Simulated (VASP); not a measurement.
# Au (P-3m1) in VASP: single point with PBE

Aim: the single point of Au with PBE.

Everything below comes from runs of VASP 6.6.1. Logs are shortened: lines on timing, memory, paths and dates and some standing lists are left out, and cuts for length are marked.

**1. The cell of the first run**

Symmetry: P-3m1, No. 164, trigonal system. The conventional cell has a = 2.900 Å, b = 2.900 Å, c = 4.880 Å, α = 90.00°, β = 90.00°, γ = 120.00°. Within 3.8 Å of Au (site symmetry 3m) lie 12 Au at 2.88 to 3.04 Å.

**2. Single point, PBE (atom 1 (Au) moved by (+0.000, -0.100) A along [1 1 0] and z)**

The input, INCAR:

```
SYSTEM = Au
PREC = Accurate ; ENCUT = 520
EDIFF = 1E-6 ; ISMEAR = 0
SIGMA = 0.15 ; LREAL = .FALSE.
LASPH = .TRUE. ; NELM = 100
ALGO = Fast ; ISIF = 2
LWAVE = .FALSE. ; LCHARG = .FALSE.
GGA = PE ; NBANDS = 18
```

The input, KPOINTS:

```
regular mesh
0
G
  18 18 10
  0 0 0
```

The input, POSCAR:

```
Au
1.0
    2.8999984104      0.0000000000      0.0000000000
   -1.4499992052      2.5114722944      0.0000000000
    0.0000000000      0.0000000000      4.8800000000
Au
2
Direct
    0.3333333333      0.6666666667      0.7295081967
    0.6666666667      0.3333333333      0.2500000000
```

Potentials or basis: VASP PAW PBE potentials, release 64 (Au).

Run with:

```sh
$ cat potpaw_PBE.64/Au/POTCAR > POTCAR
$ mpirun -np 1 vasp_std > vasp.out
```

OUTCAR:

```text
SYSTEM = Au
   PREC = Accurate
   ENCUT = 520
   EDIFF = 1E-6
   ISMEAR = 0
   LREAL = .FALSE.
   LASPH = .TRUE.
   NELM = 100
   ISIF = 2
   GGA = PE

 ion  position               nearest neighbor table
   1  0.333  0.667  0.730-   2 2.88   2 2.88   2 2.88   2 3.04   2 3.04   2 3.04
   2  0.667  0.333  0.250-   1 2.88   1 2.88   1 2.88   1 3.04   1 3.04   1 3.04

  LATTYP: Found a hexagonal cell.
 ALAT       =     2.8999984104
 C/A-ratio  =     1.6827595431

  Lattice vectors:

 A1 = (   2.8999984104,   0.0000000000,   0.0000000000)
 A2 = (  -1.4499992052,   2.5114722944,   0.0000000000)
 A3 = (   0.0000000000,   0.0000000000,   4.8800000000)

Analysis of symmetry for initial positions (statically):
=====================================================================
 Subroutine PRICEL returns:
 Original cell was already a primitive cell.

 Routine SETGRP: Setting up the symmetry group for a
 hexagonal supercell.

 Subroutine GETGRP returns: Found 12 space group operations
 (whereof  6 operations were pure point group operations)
 out of a pool of 24 trial point group operations.

The static configuration has the point symmetry C_3v.
 The point group associated with its full space group is D_3d.

Analysis of symmetry for dynamics (positions and initial velocities):
=====================================================================
 Subroutine PRICEL returns:
 Original cell was already a primitive cell.

 Routine SETGRP: Setting up the symmetry group for a
 hexagonal supercell.

 Subroutine GETGRP returns: Found 12 space group operations
 (whereof  6 operations were pure point group operations)
 out of a pool of 24 trial point group operations.

The dynamic configuration has the point symmetry C_3v.
 The point group associated with its full space group is D_3d.

 Subroutine INISYM returns: Found 12 space group operations
 (whereof  6 operations are pure point group operations),
 and found     1 'primitive' translations

----------------------------------------------------------------------------------------

                                     Primitive cell

  volume of cell :      35.5423

  direct lattice vectors                    reciprocal lattice vectors
     2.899998410  0.000000000  0.000000000     0.344827775  0.199086409  0.000000000
    -1.449999205  2.511472294  0.000000000     0.000000000  0.398172818  0.000000000
     0.000000000  0.000000000  4.880000000     0.000000000  0.000000000  0.204918033

  length of vectors
[... 78 lines left out ...]
   LSORBIT =      F    spin-orbit coupling
   LASPH  =      T    aspherical Exc in radial PAW
   ENCUT  =  520.0 eV  38.22 Ry    6.18 a.u.   5.39  5.39  9.07*2*pi/ulx,y,z
   NELM   =    100;   NELMIN=  2; NELMDL= -5     # of ELM steps
   EDIFF  = 0.1E-05   stopping-criterion for ELM
   LREAL  =      F    real-space projection
   EDIFFG = 0.1E-04   stopping-criterion for IOM
   NSW    =      0    number of steps for IOM
   IBRION =     -1    ionic relax: 0-MD 1-quasi-New 2-CG
   NFREE  =      0    steps in history (QN), initial steepest desc. (CG)
   ISIF   =      2    stress and relaxation
   ISYM   =      2    0-nonsym 1-usesym 2-fastsym
   POTIM  = 0.5000    time-step for ionic-motion
   TEBEG  =    0.0;   TEEND  =   0.0 temperature during run
   PSTRESS=    0.0 pullay stress
   NELECT =      22.0000    total number of electrons
   NUPDOWN=      -1.0000    fix difference up-down
   EMIN   =  10.00;   EMAX   =-10.00  energy-range for DOS
   EFERMI =   0.00;   METHOD = LEGACY
   ISMEAR =     0;   SIGMA  =   0.15  broadening in eV -4-tet -1-fermi 0-gaus
   EFERMI_NEDOS =   21; number of points for ismear=-14 and -15
   IALGO  =     68    algorithm
   IMIX   =      4    mixing-type and parameters
     AMIX     =   0.40;   BMIX     =  1.00
     AMIX_MAG =   1.60;   BMIX_MAG =  1.00
  volume/ion in A,a.u.               =      17.77       119.93
  Fermi-wavevector in a.u.,A,eV,Ry     =   1.395191  2.636529 26.484537  1.946559
  Thomas-Fermi vector in A             =   2.518667
   LORBIT       =      0    0 simple, 1 ext, 2 COOP (PROOUT), +10 PAW based schemes
   GGA     = PE    functional components
   LHFCALC =     F    Hartree Fock is set to
   AEXX    =    0.0000 exact exchange contribution
   IVDW    =     0    specifies the selected vdW correction
   LEPSILON=     F    determine dielectric tensor
   LRPA    =     F    only Hartree local field effects (RPA)
 non-spin polarized calculation
 RMM-DIIS sequential band-by-band and
 Gauss-broadening in eV      SIGMA  =   0.15
  energy-cutoff  :      520.00
  volume of cell :       35.54
 maximum number of plane-waves:       984
 NGX is ok and might be reduce to    24
   NGX = 11   NGY = 11   NGZ = 19

 number of electron      22.0000002 magnetization

 Free energy of the ion-electron system (eV)
  ---------------------------------------------------
  ext. energy  EPLUGINS =         0.00000000
  ---------------------------------------------------
  free energy    TOTEN  =        -6.39279014 eV

  energy without entropy =       -6.38290132  energy(sigma->0) =       -6.38784573

 E-fermi :   8.7688     XC(G=0): -12.4606

 val. band max:        8.7679874601   @ k =   0.2778   0.0556   0.3000
 cond. band min:       8.7719766706   @ k =   0.4444   0.0556   0.3000
 fundamental gap:      0.0039892105
 Fermi energy:         8.7687655271

 k-point     1 :       0.0000    0.0000    0.0000
  band No.  band energies     occupation
      1      -0.6456      2.00000
      2       1.7410      2.00000
      3       4.1564      2.00000
      4       4.3953      2.00000
      5       4.3953      2.00000
      6       4.6650      2.00000
[... 481 lines left out ...]
      5       4.5996      2.00000
      6       4.7840      2.00000
[... 10 lines left out ...]
     17      20.7318      0.00000
     18      23.3454      0.00000

 [... further k-points ...]
[... 5 lines left out ...]
  --------------------------------------------------------------------------------------
  -------------------------------------------------------------------------------------
  Total        0.5476137      0.5476137      0.6023251      0.0000000      0.0000000      0.0000000
  in kB       24.6853309     24.6853309     27.1516068      0.0000000      0.0000000      0.0000000
  external PRESSURE =      25.5074229 kB  Pullay stress =       0.0000000 kB

 VOLUME and BASIS-vectors are now :
 -----------------------------------------------------------------------------
  energy-cutoff  :      520.00
  volume of cell :       35.54
      direct lattice vectors                 reciprocal lattice vectors
     2.899998410  0.000000000  0.000000000     0.344827775  0.199086409  0.000000000
    -1.449999205  2.511472294  0.000000000     0.000000000  0.398172818  0.000000000
     0.000000000  0.000000000  4.880000000     0.000000000  0.000000000  0.204918033

 POSITION                                       TOTAL-FORCE (eV/Angst)
 -----------------------------------------------------------------------------------
     -0.00000      1.67431      3.56000         0.000000     -0.000000      0.673148
      1.45000      0.83716      1.22000        -0.000000      0.000000     -0.673148
 -----------------------------------------------------------------------------------
    total drift:                               -0.000000     -0.000000     -0.000001

  FREE ENERGIE OF THE ION-ELECTRON SYSTEM (eV)
  ---------------------------------------------------
  free  energy   TOTEN  =        -6.3927901371 eV

  energy  without entropy=       -6.3829013247  energy(sigma->0) =       -6.38784573
```

OSZICAR:

```text
N       E                     dE             d eps       ncg     rms          rms(c)
DAV:   1     0.122150937480E+03    0.12215E+03   -0.11670E+04 11888   0.118E+03
DAV:   2    -0.483170134620E+01   -0.12698E+03   -0.12119E+03 12660   0.258E+02
DAV:   3    -0.691296318684E+01   -0.20813E+01   -0.20691E+01 14138   0.334E+01
DAV:   4    -0.692205896580E+01   -0.90958E-02   -0.90944E-02 13156   0.231E+00
DAV:   5    -0.692214272234E+01   -0.83757E-04   -0.83756E-04 13228   0.238E-01    0.118E+01
RMM:   6    -0.642677565411E+01    0.49537E+00   -0.88739E-01 11885   0.707E+00    0.765E+00
RMM:   7    -0.639684963939E+01    0.29926E-01   -0.11781E-01 12210   0.276E+00    0.335E+00
RMM:   8    -0.639287609810E+01    0.39735E-02   -0.13978E-02 12299   0.872E-01    0.450E-01
RMM:   9    -0.639277847961E+01    0.97618E-04   -0.86529E-04 13105   0.224E-01    0.132E-01
RMM:  10    -0.639278762088E+01   -0.91413E-05   -0.13417E-04 13120   0.803E-02    0.562E-02
RMM:  11    -0.639279067791E+01   -0.30570E-05   -0.26930E-05 12877   0.329E-02    0.102E-02
RMM:  12    -0.639279013706E+01    0.54085E-06   -0.38572E-06 10762   0.126E-02
   1 F= -.63927901E+01 E0= -.63878457E+01  d E =-.988881E-02
```

stdout:

```text
POSCAR found type information on POSCAR Au
 POSCAR found :  1 types and       2 ions
 scaLAPACK will be used
 LDA part: xc-table for (Slater+PW92), standard interpolation
 POSCAR, INCAR and KPOINTS ok, starting setup
 FFT: planning ... GRIDC
 FFT: planning ... GRID_SOFT
 FFT: planning ... GRID
 WAVECAR not read
 entering main loop
```

It took 3.3 min on 1 thread of Intel Xeon 8259CL, shared host; peak memory 0.29 GiB.

Results:

- Free energy: -6.3928 eV
- Pressure: 2.6 GPa
- Largest force: 0.673 eV/Å
- Band gap on the k mesh: zero (bands 11 and 12 overlap by 6.55 eV)

Forces in eV/Å, atoms in the order of the input:
```
Au   0.000  0.000  0.673
Au   0.000  0.000 -0.673
```

Stress tensor (GPa, compression positive):
```
2.47 0.00 0.00
0.00 2.47 0.00
0.00 0.00 2.72
```

Caveat: the cell differs from its parent crystal (atom 1 (Au) moved by (+0.000, -0.100) A along [1 1 0] and z); spin-orbit coupling is left out, which moves the levels of the heavy elements.
